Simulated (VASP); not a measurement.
# C (Fmmm) in VASP: notebook, part 3 of 4

VASP 6.6.1. The steps go on from the part before.

### 5 Electric field gradients, LDA

This run uses another cell than the first one, of 8.74 Å³/atom, 1.063 times its volume.

The input, INCAR:

```
SYSTEM = C
ALGO = Normal
EDIFF = 1E-8
ENCUT = 520
GGA = CA
ISIF = 2
ISMEAR = -1
LASPH = .True.
LCHARG = .False.
LEFG = .True.
LREAL = .False.
LWAVE = .False.
NBANDS = 11
NELM = 100
PREC = Accurate
SIGMA = 0.05
```

The input, KPOINTS:

```
k-points
0
Gamma
  18 18 18
  0 0 0
```

The input, POSCAR:

```
C
1.0
    0.0000000000      2.1270000000      3.3480000000
    1.2280000000      0.0000000000      3.3480000000
    1.2280000000      2.1270000000      0.0000000000
C
2
Direct
    0.1666700000      0.8333300000      0.1666700000
    0.8333300000      0.1666700000      0.8333300000
```

Potentials or basis: VASP PAW LDA potentials, release 64 (C).

The run is started by

```bash
$ cat potpaw_LDA.64/C/POTCAR > POTCAR
$ mpirun -np 1 vasp_std > vasp.out
```

OUTCAR:

```text
SYSTEM = C
   EDIFF = 1E-8
   ENCUT = 520
   GGA = CA
   ISIF = 2
   ISMEAR = -1
   LASPH = .True.
   LREAL = .False.
   NELM = 100
   PREC = Accurate

 ion  position               nearest neighbor table
   1  0.167  0.833  0.167-   2 1.42   2 1.42   2 1.42
   2  0.833  0.167  0.833-   1 1.42   1 1.42   1 1.42

  LATTYP: Found a face centered orthorhombic cell.
 ALAT       =     2.4560000000
 B/A-ratio  =     1.7320846906
 C/A-ratio  =     2.7263843648

  Lattice vectors:

 A1 = (   0.0000000000,   2.1270000000,   3.3480000000)
 A2 = (   1.2280000000,   0.0000000000,   3.3480000000)
 A3 = (   1.2280000000,   2.1270000000,   0.0000000000)

Analysis of symmetry for initial positions (statically):
=====================================================================
 Subroutine PRICEL returns:
 Original cell was already a primitive cell.

 Routine SETGRP: Setting up the symmetry group for a
 face centered orthorhombic supercell.

 Subroutine GETGRP returns: Found  8 space group operations
 (whereof  8 operations were pure point group operations)
 out of a pool of  8 trial point group operations.

The static configuration has the point symmetry D_2h.

Analysis of symmetry for dynamics (positions and initial velocities):
=====================================================================
 Subroutine PRICEL returns:
 Original cell was already a primitive cell.

 Routine SETGRP: Setting up the symmetry group for a
 face centered orthorhombic supercell.

 Subroutine GETGRP returns: Found  8 space group operations
 (whereof  8 operations were pure point group operations)
 out of a pool of  8 trial point group operations.

The dynamic configuration has the point symmetry D_2h.

 Subroutine INISYM returns: Found  8 space group operations
 (whereof  8 operations are pure point group operations),
 and found     1 'primitive' translations

----------------------------------------------------------------------------------------

                                     Primitive cell

  volume of cell :      17.4897

  direct lattice vectors                    reciprocal lattice vectors
     0.000000000  2.127000000  3.348000000    -0.407166124  0.235072873  0.149342891
     1.228000000  0.000000000  3.348000000     0.407166124 -0.235072873  0.149342891
     1.228000000  2.127000000  0.000000000     0.407166124  0.235072873 -0.149342891

  length of vectors
     3.966513961  3.566102635  2.456036034     0.493301943  0.493301943  0.493301943

  position of ions in fractional coordinates (direct lattice)
     0.166670000  0.833330000  0.166670000
     0.833330000  0.166670000  0.833330000

  ion indices of the primitive-cell ions
   primitive index   ion index
                 1           1
                 2           2

----------------------------------------------------------------------------------------

 KPOINTS: k-points

[... 76 lines left out ...]
   TEBEG  =    0.0;   TEEND  =   0.0 temperature during run
   PSTRESS=    0.0 pullay stress
   NELECT =       8.0000    total number of electrons
   NUPDOWN=      -1.0000    fix difference up-down
   EMIN   =  10.00;   EMAX   =-10.00  energy-range for DOS
   EFERMI =   0.00;   METHOD = LEGACY
   ISMEAR =    -1;   SIGMA  =   0.05  broadening in eV -4-tet -1-fermi 0-gaus
   EFERMI_NEDOS =   21; number of points for ismear=-14 and -15
   IALGO  =     38    algorithm
   IMIX   =      4    mixing-type and parameters
     AMIX     =   0.40;   BMIX     =  1.00
     AMIX_MAG =   1.60;   BMIX_MAG =  1.00
  volume/ion in A,a.u.               =       8.74        59.01
  Fermi-wavevector in a.u.,A,eV,Ry     =   1.261376  2.383654 21.647797  1.591068
  Thomas-Fermi vector in A             =   2.394838
   LORBIT       =      0    0 simple, 1 ext, 2 COOP (PROOUT), +10 PAW based schemes
   GGA     = CA    functional components
   LHFCALC =     F    Hartree Fock is set to
   AEXX    =    0.0000 exact exchange contribution
   IVDW    =     0    specifies the selected vdW correction
   LEPSILON=     F    determine dielectric tensor
   LRPA    =     F    only Hartree local field effects (RPA)
 non-spin polarized calculation
  energy-cutoff  :      520.00
  volume of cell :       17.49
 maximum number of plane-waves:       499
 NGX is ok and might be reduce to    30
   NGX = 15   NGY = 13   NGZ =  9

 number of electron       8.0000000 magnetization

 Free energy of the ion-electron system (eV)
  ---------------------------------------------------
  ext. energy  EPLUGINS =         0.00000000
  ---------------------------------------------------
  free energy    TOTEN  =       -20.21886638 eV

  energy without entropy =      -20.21865579  energy(sigma->0) =      -20.21876109

 E-fermi :   4.6341     XC(G=0): -10.7880

 val. band max:        4.5955373169   @ k =  -0.2778   0.0556   0.3333
 cond. band min:       4.6767920402   @ k =  -0.2222   0.1111   0.3333
 fundamental gap:      0.0812547233
 Fermi energy:         4.6341477654

 k-point     1 :       0.0000    0.0000    0.0000
  band No.  band energies     occupation
      1     -14.8833      2.00000
      2      -1.9550      2.00000
      3       1.6403      2.00000
      4       1.6657      2.00000
      5       8.5003      0.00000
      6      12.9947      0.00000
      7      13.0694      0.00000
      8      16.0668      0.00000
      9      17.8110      0.00000
     10      27.0891      0.00000
     11      29.9217      0.00000
[... 309 lines left out ...]
 k-point    24 :      -0.2222    0.0556    0.0000
  band No.  band energies     occupation
      1     -13.0387      2.00000
      2      -3.3617      2.00000
      3      -0.6527      2.00000
      4      -0.0738      2.00000
      5      10.7240      0.00000
      6      11.1337      0.00000
      7      12.7954      0.00000
      8      19.0566      0.00000
      9      20.9486      0.00000
     10      22.6653      0.00000
     11      27.8824      0.00000

 [... further k-points ...]
[... 5 lines left out ...]
  --------------------------------------------------------------------------------------
  -------------------------------------------------------------------------------------
  Total       -0.4689658     -0.5258026      0.0051089     -0.0000000      0.0000000      0.0000000
  in kB      -42.9606085    -48.1672682      0.4680139     -0.0000000      0.0000000      0.0000000
  external PRESSURE =     -30.2199543 kB  Pullay stress =       0.0000000 kB

 VOLUME and BASIS-vectors are now :
 -----------------------------------------------------------------------------
  energy-cutoff  :      520.00
  volume of cell :       17.49
      direct lattice vectors                 reciprocal lattice vectors
     0.000000000  2.127000000  3.348000000    -0.407166124  0.235072873  0.149342891
     1.228000000  0.000000000  3.348000000     0.407166124 -0.235072873  0.149342891
     1.228000000  2.127000000  0.000000000     0.407166124  0.235072873 -0.149342891

 POSITION                                       TOTAL-FORCE (eV/Angst)
 -----------------------------------------------------------------------------------
      1.22800      0.70901      3.34800         0.000000      0.005887      0.000000
      1.22800      3.54499      3.34800         0.000000     -0.005887      0.000000
 -----------------------------------------------------------------------------------
    total drift:                               -0.000000     -0.000000     -0.000000

  FREE ENERGIE OF THE ION-ELECTRON SYSTEM (eV)
  ---------------------------------------------------
  free  energy   TOTEN  =       -20.2188663840 eV

  energy  without entropy=      -20.2186557868  energy(sigma->0) =      -20.21876109

 Electric field gradients (V/A^2)
---------------------------------------------------------------------
 ion       V_xx      V_yy      V_zz      V_xy      V_xz      V_yz
---------------------------------------------------------------------
   1     -16.564   -16.523    33.088    -0.000     0.001     0.000
   2     -16.564   -16.523    33.088    -0.000     0.001     0.000
---------------------------------------------------------------------

 Electric field gradients after diagonalization (V/A^2)
 (convention: |V_zz| > |V_xx| > |V_yy|)
----------------------------------------------------------------------
 ion       V_xx      V_yy      V_zz     asymmetry (V_yy - V_xx)/ V_zz
----------------------------------------------------------------------
   1     -16.564   -16.523    33.088       0.001
   2     -16.564   -16.523    33.088       0.001
----------------------------------------------------------------------

           NMR quadrupolar parameters

 Cq : quadrupolar parameter    Cq=e*Q*V_zz/h
 eta: asymmetry parameters     (V_yy - V_xx)/ V_zz
 Q  : nuclear electric quadrupole moment in mb (millibarn)
----------------------------------------------------------------------
 ion       Cq(MHz)       eta       Q (mb)
----------------------------------------------------------------------
   1       0.080       0.001       1.000
   2       0.080       0.001       1.000
----------------------------------------------------------------------
```

OSZICAR:

```text
N       E                     dE             d eps       ncg     rms          rms(c)
DAV:   1    -0.154701646196E+01   -0.15470E+01   -0.41010E+03 19412   0.650E+02
DAV:   2    -0.211486504386E+02   -0.19602E+02   -0.18741E+02 24936   0.119E+02
DAV:   3    -0.216108411959E+02   -0.46219E+00   -0.46018E+00 23991   0.146E+01
DAV:   4    -0.216127228295E+02   -0.18816E-02   -0.18815E-02 22082   0.115E+00
DAV:   5    -0.216127308795E+02   -0.80500E-05   -0.80498E-05 24121   0.679E-02    0.656E+00
DAV:   6    -0.205477510821E+02    0.10650E+01   -0.96060E-01 21909   0.557E+00    0.371E+00
DAV:   7    -0.202194357034E+02    0.32832E+00   -0.10117E+00 22498   0.576E+00    0.102E+00
DAV:   8    -0.202195194909E+02   -0.83787E-04   -0.24089E-02 21460   0.101E+00    0.174E-01
DAV:   9    -0.202188760261E+02    0.64346E-03   -0.13559E-03 22815   0.214E-01    0.666E-02
DAV:  10    -0.202188673923E+02    0.86337E-05   -0.11873E-04 23187   0.738E-02    0.283E-02
DAV:  11    -0.202188663852E+02    0.10071E-05   -0.32274E-06 22283   0.125E-02    0.484E-03
DAV:  12    -0.202188663840E+02    0.12200E-08   -0.39149E-08 23842   0.159E-03
   1 F= -.20218866E+02 E0= -.20218761E+02  d E =-.210597E-03
```

Run time: 2 min. Hardware: 1 thread of AMD EPYC 7R13 (Zen 3), shared host; peak memory 0.2 GiB.

What came out:

```yaml
Free_energy: -20.2189 eV
Pressure: -3.0 GPa
Largest_force: 0.006 eV/Å
Band_gap_on_the_k_mesh: 0.08 eV, indirect (least direct gap 0.16 eV)
```

Forces in eV/Å, atoms in the order of the input:
```
C    0.000  0.006  0.000
C    0.000 -0.006  0.000
```

Stress tensor (GPa, compression positive):
```
-4.30  0.00  0.00
 0.00 -4.82  0.00
 0.00  0.00  0.05
```

Levels at points of the mesh, in eV from the valence-band top:
| k point | band 1 | band 2 | band 3 | band 4 | band 5 | band 6 | band 7 | band 8 | band 9 |
| --- | --- | --- | --- | --- | --- | --- | --- | --- | --- |
| (0.00, 0.00, 0.00) | -19.48 | -6.55 | -2.96 | -2.93 | 3.90 | 8.40 | 8.47 | 11.47 | 13.22 |
| (0.50, 0.00, 0.00) | -13.99 | -13.15 | -6.36 | -2.34 | 1.63 | 7.63 | 12.28 | 13.35 | 19.08 |
| (0.50, 0.50, 0.00) | -19.15 | -8.63 | -2.97 | -2.94 | 8.37 | 8.44 | 10.19 | 11.62 | 13.06 |
| (0.50, 0.00, 0.50) | -14.11 | -13.24 | -6.33 | -1.53 | 2.55 | 7.86 | 10.95 | 11.06 | 17.88 |
| (0.00, 0.50, 0.50) | -13.87 | -13.05 | -6.38 | -3.04 | 0.89 | 7.43 | 13.53 | 17.14 | 19.77 |

Electric field gradients, principal values (V/Å²):
```tsv
atom	least	middle	greatest (by size)
1 C	-16.523	-16.564	33.088
2 C	-16.523	-16.564	33.088
```

Caveat: without QUAD_EFG the Cq values of the log hold for a quadrupole moment of 1 mb, not for the nuclei.

[end of part 3 of 4]
